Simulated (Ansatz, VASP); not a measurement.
# CdS: VASP beside Ansatz

The input INCAR:

```
SYSTEM = CdS
PREC = Accurate
ENCUT = 500
EDIFF = 1E-6
ISMEAR = -1
SIGMA = 0.1
LREAL = .FALSE.
LASPH = .TRUE.
NELM = 200
ALGO = Normal
ISIF = 2
LWAVE = .FALSE.
LCHARG = .TRUE.
MAGMOM = 0 0 0 0 0 0
LORBIT = 11
LSORBIT = .TRUE.
GGA_COMPAT = .FALSE.
LORBMOM = .TRUE.
GGA = B5
ALDAX = 1.0
AGGAX = 1.0
AGGAC = 1.0
ALDAC = 0.0
LVHAR = .TRUE.
NBANDS = 30
```

File KPOINTS:

```
Automatic mesh
0
G
  8 8 8
  0 0 0
```

POSCAR

```
CdS
1.0
    0.0000000000      2.8770830050      2.8770830050
    2.8770830050      0.0000000000      2.8770830050
    2.8770830050      2.8770830050      0.0000000000
Cd S
1 1
Direct
    0.0000000000      0.0000000000      0.0000000000
    0.2500000000      0.2500000000      0.2500000000
```

input.yaml

```yaml
crystal:
  lattice: { a: 5.75416601, b: 5.75416601, c: 5.75416601, alpha: 90.0, beta: 90.0, gamma: 90.0 }
  space_group: 216
  reduce_to_primitive: true
  atoms:
    - { symbol: Cd, wyckoff: "4a", position: [0.0, 0.0, 0.0] }
    - { symbol: S, wyckoff: "4c", position: [0.25, 0.25, 0.25] }
hamiltonian:
  xc: blyp
  pseudopotentials: { kind: nc_fr }
magnetization:
  noncollinear: true
  spin_orbit: true
kpoints:
  mp_grid: { grid: [8, 8, 8] }
scf:
  occupations: { method: fermi_dirac, width: 0.1 }
output:
  forces: true
  stress: true
  eigenvalues: true
  write_density: true
  write_potential: true
  elf: true
  volumetric_format: npy
```

Change from the starting cell: volume scaled by 0.96.

Alike in both runs: task single point; functional BLYP; k mesh 8 × 8 × 8; occupations fermi-dirac, width 0.1 eV; non-collinear spin, spin-orbit coupling.

```csv
,VASP,Ansatz
version,VASP 6.6.1,Ansatz 0.2.0
potentials or method,"VASP PAW PBE potentials, release 64 (Cd, S)",PseudoDojo standard (PBE files)
plane-wave cutoff (eV),500,1388
valence electrons in the cell,18,26
```

VASP gave:

| Item | Value |
| --- | --- |
| pressure (GPa) | 9.8 |
| net moment per atom (μB) | 0.00 |

Question: Which values does Ansatz return?

Answer: Pressure (GPa): 9.6; net moment per atom (μB): 0.00.

VASP's potentials were made for PBE, not for BLYP. With one functional, cell and mesh, what is left measures potentials, basis and numerics. VASP's potentials hold 18 valence electrons a cell and Ansatz's 26, so a difference there can come from the potentials and not from the codes.

Noted on Ansatz's run: the potentials were made for another functional, which shifts forces and pressure.
